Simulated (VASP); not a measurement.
# Ti3Al (P-6m2) in VASP: a series of runs

Ti3Al is run at these levels: PBEsol; tasks: single point.

Program: VASP 6.6.1. These are calculated values, not measurements. Logs are shortened: lines on timing, memory, paths and dates and some standing lists are left out, and cuts for length are marked.

### Step 1. The cell of the first run

The structure is hexagonal, space group P-6m2 (No. 187). Conventional cell: a = 2.949 Å, b = 2.949 Å, c = 8.810 Å, α = 90.00°, β = 90.00°, γ = 120.00°. Ti (site symmetry -6m2) has 12 Ti at 2.81 to 2.95 Å within 3.7 Å. Within 3.6 Å of Ti (site symmetry 3m) lie 3 Al at 2.75 Å and 9 Ti at 2.81 to 2.95 Å. Al (site symmetry -6m2) has 6 Ti at 2.75 Å and 6 Al at 2.95 Å within 3.6 Å.

### Step 2. Single point, PBEsol

Contents of INCAR:

```
  PREC = Accurate
  ENCUT = 520
  EDIFF = 1E-6
  ISMEAR = 0
  SIGMA = 0.15
  LREAL = F
  LASPH = T
  NELM = 100
  ALGO = Fast
  ISIF = 2
  LWAVE = F
  LCHARG = F
  GGA = PS
  NBANDS = 28
```

Contents of KPOINTS:

```
regular mesh
0
Gamma
  15 15 6
```

Contents of POSCAR:

```
Ti3Al
1.0
    2.9488768782      0.0000000000      0.0000000000
   -1.4744384391      2.5538022892      0.0000000000
    0.0000000000      0.0000000000      8.8103594491
Ti Al
3 1
Direct
    0.6666666667      0.3333333333      0.0000000000
    0.3333333333      0.6666666667      0.7457017510
    0.3333333333      0.6666666667      0.2542982490
    0.6666666667      0.3333333333      0.5000000000
```

Potentials or basis: VASP PAW PBE potentials, release 64 (Ti_sv, Al).

The run is started by

```console
$ cat potpaw_PBE.64/Ti_sv/POTCAR potpaw_PBE.64/Al/POTCAR > POTCAR
$ mpirun -np 1 vasp_std > vasp.out
```

OUTCAR:

```text
PREC = Accurate
   ENCUT = 520
   EDIFF = 1E-6
   ISMEAR = 0
   LREAL = F
   LASPH = T
   NELM = 100
   ISIF = 2
   GGA = PS

 ion  position               nearest neighbor table
   1  0.667  0.333  0.000-   2 2.81   3 2.81   2 2.81   3 2.81   2 2.81   3 2.81
   2  0.333  0.667  0.746-   4 2.75   4 2.75   4 2.75   1 2.81   1 2.81   1 2.81
   3  0.333  0.667  0.254-   4 2.75   4 2.75   4 2.75   1 2.81   1 2.81   1 2.81
   4  0.667  0.333  0.500-   2 2.75   3 2.75   2 2.75   3 2.75   2 2.75   3 2.75

  LATTYP: Found a hexagonal cell.
 ALAT       =     2.9488768782
 C/A-ratio  =     2.9877000000

  Lattice vectors:

 A1 = (   2.9488768782,   0.0000000000,   0.0000000000)
 A2 = (  -1.4744384391,   2.5538022892,   0.0000000000)
 A3 = (   0.0000000000,   0.0000000000,   8.8103594491)

Analysis of symmetry for initial positions (statically):
=====================================================================
 Subroutine PRICEL returns:
 Original cell was already a primitive cell.

 Routine SETGRP: Setting up the symmetry group for a
 hexagonal supercell.

 Subroutine GETGRP returns: Found 12 space group operations
 (whereof 12 operations were pure point group operations)
 out of a pool of 24 trial point group operations.

The static configuration has the point symmetry D_3h.

Analysis of symmetry for dynamics (positions and initial velocities):
=====================================================================
 Subroutine PRICEL returns:
 Original cell was already a primitive cell.

 Routine SETGRP: Setting up the symmetry group for a
 hexagonal supercell.

 Subroutine GETGRP returns: Found 12 space group operations
 (whereof 12 operations were pure point group operations)
 out of a pool of 24 trial point group operations.

The dynamic configuration has the point symmetry D_3h.

 Subroutine INISYM returns: Found 12 space group operations
 (whereof 12 operations are pure point group operations),
 and found     1 'primitive' translations

----------------------------------------------------------------------------------------

                                     Primitive cell

  volume of cell :      66.3495

  direct lattice vectors                    reciprocal lattice vectors
     2.948876878  0.000000000  0.000000000     0.339112157  0.195786495  0.000000000
    -1.474438439  2.553802289  0.000000000     0.000000000  0.391572991  0.000000000
     0.000000000  0.000000000  8.810359449     0.000000000  0.000000000  0.113502747

[... 82 lines left out ...]
   LNONCOLLINEAR =      F non collinear calculations
   LSORBIT =      F    spin-orbit coupling
   LASPH  =      T    aspherical Exc in radial PAW
   ENCUT  =  520.0 eV  38.22 Ry    6.18 a.u.   5.48  5.48 16.38*2*pi/ulx,y,z
   NELM   =    100;   NELMIN=  2; NELMDL= -5     # of ELM steps
   EDIFF  = 0.1E-05   stopping-criterion for ELM
   LREAL  =      F    real-space projection
[... 7 lines left out ...]
   TEBEG  =    0.0;   TEEND  =   0.0 temperature during run
   PSTRESS=    0.0 pullay stress
   NELECT =      39.0000    total number of electrons
   NUPDOWN=      -1.0000    fix difference up-down
   EMIN   =  10.00;   EMAX   =-10.00  energy-range for DOS
   EFERMI =   0.00;   METHOD = LEGACY
   ISMEAR =     0;   SIGMA  =   0.15  broadening in eV -4-tet -1-fermi 0-gaus
   EFERMI_NEDOS =   21; number of points for ismear=-14 and -15
   IALGO  =     68    algorithm
   IMIX   =      4    mixing-type and parameters
     AMIX     =   0.40;   BMIX     =  1.00
     AMIX_MAG =   1.60;   BMIX_MAG =  1.00
  volume/ion in A,a.u.               =      16.59       111.94
  Fermi-wavevector in a.u.,A,eV,Ry     =   1.371357  2.591489 25.587388  1.880620
  Thomas-Fermi vector in A             =   2.497061
   LORBIT       =      0    0 simple, 1 ext, 2 COOP (PROOUT), +10 PAW based schemes
   GGA     = PS    functional components
   LHFCALC =     F    Hartree Fock is set to
   AEXX    =    0.0000 exact exchange contribution
   IVDW    =     0    specifies the selected vdW correction
   LEPSILON=     F    determine dielectric tensor
   LRPA    =     F    only Hartree local field effects (RPA)
 non-spin polarized calculation
 RMM-DIIS sequential band-by-band and
 Gauss-broadening in eV      SIGMA  =   0.15
  energy-cutoff  :      520.00
  volume of cell :       66.35
 maximum number of plane-waves:      1823
 NGX is ok and might be reduce to    24

 number of electron      38.9999999 magnetization

 Free energy of the ion-electron system (eV)
  ---------------------------------------------------
  ext. energy  EPLUGINS =         0.00000000
  ---------------------------------------------------
  free energy    TOTEN  =       -29.53991462 eV

  energy without entropy =      -29.49953939  energy(sigma->0) =      -29.51972701

 E-fermi :   8.1583     XC(G=0): -11.4568

 val. band max:        8.1558998327   @ k =   0.3333   0.2667   0.1667
 cond. band min:       8.1664252736   @ k =   0.2000   0.0000   0.0000
 fundamental gap:      0.0105254409
 Fermi energy:         8.1582779551

 k-point     1 :       0.0000    0.0000    0.0000
  band No.  band energies     occupation
      1     -48.2923      2.00000
      2     -48.1945      2.00000
      3     -48.1527      2.00000
      4     -24.9377      2.00000
      5     -24.6279      2.00000
      6     -24.3533      2.00000
[... 733 lines left out ...]
     27      11.2043      0.00000
     28      11.7094      0.00000

 [... further k-points ...]

------------------------ aborting loop because EDIFF is reached ----------------------------------------

  FORCE on cell =-STRESS in cart. coord.  units (eV):
  Direction    XX          YY          ZZ          XY          YZ          ZX
  --------------------------------------------------------------------------------------
  -------------------------------------------------------------------------------------
  Total       -1.1295055     -1.1295055      2.8446415     -0.0000000      0.0000000     -0.0000000
  in kB      -27.2747897    -27.2747897     68.6911188     -0.0000000      0.0000000     -0.0000000
  external PRESSURE =       4.7138465 kB  Pullay stress =       0.0000000 kB

 VOLUME and BASIS-vectors are now :
 -----------------------------------------------------------------------------
  energy-cutoff  :      520.00
  volume of cell :       66.35
      direct lattice vectors                 reciprocal lattice vectors
     2.948876878  0.000000000  0.000000000     0.339112157  0.195786495  0.000000000
    -1.474438439  2.553802289  0.000000000     0.000000000  0.391572991  0.000000000
     0.000000000  0.000000000  8.810359449     0.000000000  0.000000000  0.113502747

 POSITION                                       TOTAL-FORCE (eV/Angst)
 -----------------------------------------------------------------------------------
      1.47444      0.85127      0.00000         0.000000     -0.000000      0.000000
     -0.00000      1.70253      6.56990         0.000000      0.000000      0.565564
     -0.00000      1.70253      2.24046         0.000000      0.000000     -0.565564
      1.47444      0.85127      4.40518        -0.000000      0.000000      0.000000
 -----------------------------------------------------------------------------------
    total drift:                                0.000000     -0.000000     -0.000000

  FREE ENERGIE OF THE ION-ELECTRON SYSTEM (eV)
  ---------------------------------------------------
  free  energy   TOTEN  =       -29.5399146191 eV

  energy  without entropy=      -29.4995393931  energy(sigma->0) =      -29.51972701
```

Wall time 4.8 min (1 thread of Intel Xeon 6975P-C (Granite Rapids), shared host); peak memory 0.31 GiB.

What came out:

```yaml
Free_energy: -29.5399 eV
Pressure: 0.5 GPa
Largest_force: 0.566 eV/Å
Band_gap_on_the_k_mesh: zero (an odd number of electrons rules out a gap without spin polarisation)
```

Forces in eV/Å, atoms in the order of the input:
```
Ti   0.000  0.000  0.000
Ti   0.000  0.000  0.566
Ti   0.000  0.000 -0.566
Al   0.000  0.000  0.000
```

Stress tensor (GPa, compression positive):
```
-2.73  0.00  0.00
 0.00 -2.73  0.00
 0.00  0.00  6.87
```

Caveat: the PAW data sets were made with another functional, which shifts forces and pressure a little.

### Step 3. Single point, PBEsol

This run uses another cell than the first one, of the same volume but with other edges.

Contents of INCAR:

```
SYSTEM = Ti3Al
ALGO = Fast
EDIFF = 1E-7
ENCUT = 520
GGA = PS
ISIF = 2
ISMEAR = 0
LASPH = .True.
LCHARG = .False.
LREAL = .False.
LWAVE = .False.
NBANDS = 28
NELM = 100
PREC = Accurate
SIGMA = 0.15
```

Contents of KPOINTS:

```
k-points
0
Gamma
  15 15 6
  0 0 0
```

Contents of POSCAR:

```
Ti3Al
1.0
    2.8457574275      0.0000000000      0.0000000000
   -1.4228787137      2.4644982252      0.0000000000
    0.0000000000      0.0000000000      9.4604359920
Ti Al
3 1
Direct
    0.6666666667      0.3333333333      0.0000000000
    0.3333333333      0.6666666667      0.7457017510
    0.3333333333      0.6666666667      0.2542982490
    0.6666666667      0.3333333333      0.5000000000
```

Potentials or basis: VASP PAW PBE potentials, release 64 (Ti_sv, Al).

The run is started by

```console
$ cat potpaw_PBE.64/Ti_sv/POTCAR potpaw_PBE.64/Al/POTCAR > POTCAR
$ mpirun -np 1 vasp_std > vasp.out
```

Wall time 6.1 min (1 thread of Intel Xeon 6975P-C (Granite Rapids), shared host); peak memory 0.31 GiB.

The run converged. Its results:

* Free energy: -29.5810 eV
* Pressure: -0.5 GPa
* Largest force: 0.214 eV/Å
* Band gap on the k mesh: zero (an odd number of electrons rules out a gap without spin polarisation)

Forces in eV/Å, atoms in the order of the input:
```
Ti   0.000  0.000  0.000
Ti   0.000  0.000  0.214
Ti   0.000  0.000 -0.214
Al   0.000  0.000  0.000
```

Stress tensor (GPa, compression positive):
```
 1.53  0.00  0.00
 0.00  1.53  0.00
 0.00  0.00 -4.64
```

Levels at points of the mesh, in eV from the Fermi level:
| k point | band 16 | band 17 | band 18 | band 19 | band 20 | band 21 | band 22 | band 23 | band 24 | band 25 |
| --- | --- | --- | --- | --- | --- | --- | --- | --- | --- | --- |
| (0.00, 0.00, 0.00) | -2.59 | -1.03 | 0.09 | 0.34 | 0.98 | 0.98 | 1.09 | 1.09 | 1.29 | 1.29 |
| (0.00, 0.00, 0.50) | -3.35 | -1.17 | 0.07 | 0.38 | 0.99 | 0.99 | 1.08 | 1.08 | 1.30 | 1.30 |

Caveat: the PAW data sets were made with another functional, which shifts forces and pressure a little.

### Step 4. Single point, PBEsol

This run uses another cell than the first one, of the same volume but with other edges.

Contents of INCAR:

```
SYSTEM = Ti3Al
ALGO     = Fast           ! electronic algorithm
EDIFF    = 1E-6           ! SCF threshold, eV
ENCUT    = 520            ! plane-wave cutoff, eV
GGA      = PS             ! functional
ISIF     = 2              ! what is computed and relaxed
ISMEAR   = 0              ! smearing method
LASPH    = .True.         ! aspherical terms in the spheres
LCHARG   = .False.        ! write CHGCAR
LREAL    = .False.        ! projectors in reciprocal space
LWAVE    = .False.        ! write WAVECAR
NBANDS   = 28             ! bands
NELM     = 60             ! most SCF steps
PREC     = Accurate       ! precision mode
SIGMA    = 0.15           ! smearing width, eV
```

KPOINTS is that of step 3.

Contents of POSCAR:

```
Ti3Al
1.0
    2.8954756449      0.0000000000      0.0000000000
   -1.4477378224      2.5075554645      0.0000000000
    0.0000000000      0.0000000000      9.1383350122
Ti Al
3 1
Direct
    0.6666666667      0.3333333333      0.0000000000
    0.3333333333      0.6666666667      0.7675875759
    0.3333333333      0.6666666667      0.2324124241
    0.6666666667      0.3333333333      0.5000000000
```

The run is started by

```console
$ cat potpaw_PBE.64/Ti_sv/POTCAR potpaw_PBE.64/Al/POTCAR > POTCAR
$ mpirun -np 1 vasp_std > vasp.out
```

Run time: 5.1 min. Hardware: 1 thread of Intel Xeon 6975P-C (Granite Rapids), shared host; peak memory 0.31 GiB.

Results (log left out):

```yaml
Free_energy: -29.4512 eV
Pressure: 1.4 GPa
Largest_force: 1.297 eV/Å
Band_gap_on_the_k_mesh: zero (an odd number of electrons rules out a gap without spin polarisation)
```

Forces in eV/Å, atoms in the order of the input:
```
Ti   0.000  0.000  0.000
Ti   0.000  0.000 -1.297
Ti   0.000  0.000  1.297
Al   0.000  0.000  0.000
```

Stress tensor (GPa, compression positive):
```
1.54 0.00 0.00
0.00 1.54 0.00
0.00 0.00 1.17
```

Levels at points of the mesh, in eV from the Fermi level:
```tsv
k point	band 18	band 19	band 20	band 21	band 22	band 23
(0.00, 0.00, 0.00)	0.68	0.68	0.73	0.73	1.11	1.24
(0.00, 0.00, 0.50)	0.69	0.69	0.72	0.72	0.94	1.25
```

Caveat: the PAW data sets were made with another functional, which shifts forces and pressure a little.

### Step 5. Overview

```tsv
cell	further INCAR settings	gap on the mesh (eV)	pressure (GPa)	largest force (eV/Å)
a = 2.949, b = 2.949, c = 8.810 Å, angles 90.0, 90.0, 120.0°, 4 atoms, atomic positions A	ALGO = Fast; EDIFF = 1e-06; NBANDS = 28	none	0.5	0.57
a = 2.846, b = 2.846, c = 9.460 Å, angles 90.0, 90.0, 120.0°, 4 atoms, atomic positions A	ALGO = Fast; EDIFF = 1e-07; NBANDS = 28	none	-0.5	0.21
a = 2.895, b = 2.895, c = 9.138 Å, angles 90.0, 90.0, 120.0°, 4 atoms, atomic positions B	ALGO = Fast; EDIFF = 1e-06; NBANDS = 28	none	1.4	1.30
```

Alike in all rows: task single point; level PBEsol; potentials or basis VASP PAW PBE potentials, release 64 (Ti_sv, Al); no spin polarisation; k mesh 15 × 15 × 6; cutoff (eV) 520; smearing gaussian 0.15 eV.

Caveats: the PAW data sets were made with another functional, which shifts forces and pressure a little.

Absolute energies hang on the potentials; compare differences alone.
